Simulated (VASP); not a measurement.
Mo, 1 atom in the cell. The structure is hexagonal, space group P6/mmm (No. 191). The conventional cell has a = 2.736 Å, b = 2.736 Å, c = 2.555 Å, α = 90.00°, β = 90.00°, γ = 120.00°. Mo (site symmetry 6/mmm) has 8 Mo at 2.56 to 2.74 Å within 3.4 Å. 

| Item | Value |
| --- | --- |
| Program | VASP 6.6.1 |
| Task | single point |
| Functional | r2SCAN |
| Potentials or basis | VASP PAW PBE potentials, release 64 (Mo_sv) |
| Cutoff | 520 eV |
| k mesh | 12 × 12 × 11 |
| Occupations | fermi-dirac, width 0.1 eV |
| Spin | no spin polarisation |
| Dipole correction | no |
| Further INCAR settings | ALGO = Normal; EDIFF = 1e-07; NBANDS = 13 |

Potentials or basis: VASP PAW PBE potentials, release 64 (Mo_sv).

Run with:

```sh
$ cat potpaw_PBE.64/Mo_sv/POTCAR > POTCAR
$ cp INCAR.step1 INCAR
$ mpirun -np 1 vasp_std > vasp.out
$ cp INCAR.step2 INCAR
$ mpirun -np 1 vasp_std > vasp.out
```

Hardware: 1 thread of Intel(R) Xeon(R) 6975P-C (Granite Rapids), with other jobs on the host.

**Question.** How long does it take, and how much memory?

**Answer.** Run time: 38 s on 1 thread of Intel(R) Xeon(R) 6975P-C (Granite Rapids), on a shared host, peak memory 0.13 GiB. Counts: k points 114.
